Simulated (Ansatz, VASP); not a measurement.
SiO2 in VASP and in Ansatz

```
CELL_PARAMETERS angstrom
4.01858 0.00000 0.00000
0.00000 4.01858 0.00000
0.00000 0.00000 2.62976
ATOMIC_POSITIONS crystal
Si 0.50000 0.50000 0.50000
Si 0.00000 0.00000 0.00000
O 0.69301 0.69301 0.00000
O 0.19301 0.80699 0.50000
O 0.30699 0.30699 0.00000
O 0.80699 0.19301 0.50000
```

Alike in both runs: task single point; functional PBE; k mesh 6 × 6 × 10; occupations gaussian, width 0.05 eV; no spin polarisation.

```csv
,VASP,Ansatz
version,VASP 6.6.1,Ansatz 0.2.0
potentials or method,"VASP PAW PBE potentials, release 64 (Si, O), cutoff 520 eV","scalar-relativistic, plane waves, PAW"
valence electrons in the cell,32,32
```

Ansatz gave:

| Quantity | Value |
| --- | --- |
| gap on the k mesh at the Fermi level (eV) | 6.67 |
| least direct gap on the mesh (eV) | 6.67 |
| rms of the force components (eV/Å) | 0.511 |

**Question.** Which values does VASP return?

**Answer.** gap on the k mesh at the Fermi level (eV): 6.62; least direct gap on the mesh (eV): 6.62; rms of the force components (eV/Å): 0.520.

Atom by atom the forces differ by 0.008 eV/Å (rms over components).
